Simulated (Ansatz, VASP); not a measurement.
# One calculation of AlN, two programs

```
CELL_PARAMETERS angstrom
0.00000 2.19070 2.19070
2.19070 0.00000 2.19070
2.19070 2.19070 0.00000
ATOMIC_POSITIONS crystal
Al 0.00000 0.00000 0.00000
N 0.25000 0.25000 0.25000
```

Alike in both runs: task single point; functional PBE; k mesh 6 × 6 × 6; occupations gaussian, width 0.05 eV; no spin polarisation.

|  | VASP | Ansatz |
| --- | --- | --- |
| version | VASP 6.6.1 | Ansatz 0.2.0 |
| potentials or method | VASP PAW PBE potentials, release 64 (Al, N), cutoff 600 eV | scalar-relativistic, plane waves, PAW |
| valence electrons in the cell | 8 | 8 |

Ansatz gave:

* gap on the k mesh at the Fermi level (eV): 3.32
* least direct gap on the mesh (eV): 4.10
* pressure (GPa): 2.9

Question: What did VASP give for the same quantities?

Answer: gap on the k mesh at the Fermi level (eV): 3.31; least direct gap on the mesh (eV): 4.11; pressure (GPa): 2.5.

The functional is the same, so the differences come from potentials, cutoffs and numerics.
